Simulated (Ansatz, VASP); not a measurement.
**Na in VASP and in Ansatz**

```
CELL_PARAMETERS angstrom
6.02097 0.00000 0.00000
-3.01049 5.21431 0.00000
0.00000 0.00000 3.63436
ATOMIC_POSITIONS crystal
Na 0.00000 0.00000 0.00000
Na 0.33333 0.66667 0.50000
Na 0.66667 0.33333 0.50000
```

Alike in both runs: functional r2SCAN; k mesh 9 × 9 × 12; occupations gaussian, width 0.1 eV; no spin polarisation.

Ansatz relaxed the structure, and its values are those at the end. VASP's run is a single point on that final structure, the one shown.

|  | VASP | Ansatz |
| --- | --- | --- |
| version | VASP 6.6.1 | Ansatz 0.2.0 |
| potentials or method | VASP PAW PBE potentials, release 64 (Na_pv), cutoff 520 eV | scalar-relativistic, plane waves, PAW |
| valence electrons in the cell | 21 | 27 |

```tsv
	VASP	Ansatz	Ansatz less VASP
gap on the k mesh at the Fermi level (eV)	none	none	-
pressure (GPa)	-0.1	0.0	+0.08
```

VASP's potentials were made for PBE, not for r2SCAN. A gap of «none» marks a metal or a gap that the smearing closes. With one functional, cell and mesh, what is left measures potentials, basis and numerics. VASP's potentials hold 21 valence electrons a cell and Ansatz's 27, so a difference there can come from the potentials and not from the codes.
